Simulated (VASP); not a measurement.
Set up this calculation in VASP 6.6.1, as the native input.

- Task: single point
- Functional: LDA
- Potentials or basis: VASP PAW LDA potentials, release 64 (Ti_sv, Rh_pv)
- Cutoff: 520 eV
- k mesh: 12 × 12 × 12
- Occupations: gaussian, width 0.1 eV
- Spin: no spin polarisation
- Dipole correction: no
- Further INCAR settings: ALGO = Fast; EDIFF = 1e-06; NBANDS = 36

The structure of TiRh3 lies in POSCAR:

```
TiRh3
1.0
    3.7705119591      0.0000000000      0.0000000000
    0.0000000000      3.7705119591      0.0000000000
    0.0000000000      0.0000000000      3.7705119591
Ti Rh
1 3
Direct
    0.0000000000      0.0000000000      0.0000000000
    0.0000000000      0.5000000000      0.5000000000
    0.5000000000      0.0000000000      0.5000000000
    0.5000000000      0.5000000000      0.0000000000
```

One way to write it, as run:

INCAR

```
ALGO = Fast ; EDIFF = 1E-6
ENCUT = 520 ; GGA = CA
ISIF = 2 ; ISMEAR = 0
LASPH = T ; LCHARG = F
LREAL = F ; LWAVE = F
NBANDS = 36 ; NELM = 100
PREC = Accurate ; SIGMA = 0.1
```

KPOINTS

```
k-points
0
Gamma
  12 12 12
```

Potentials or basis: VASP PAW LDA potentials, release 64 (Ti_sv, Rh_pv).

Run with:

```bash
$ cat potpaw_LDA.64/Ti_sv/POTCAR potpaw_LDA.64/Rh_pv/POTCAR > POTCAR
$ mpirun -np 1 vasp_std > vasp.out
```

Results of the run:

```
Pressure               : 0.8 GPa
Band gap on the k mesh : zero (an odd number of electrons rules out a gap without spin polarisation)
```

Wall time 2.8 min on 1 thread of Intel(R) Xeon(R) Platinum 8488C (Sapphire Rapids), on a shared host, peak memory 0.23 GiB.
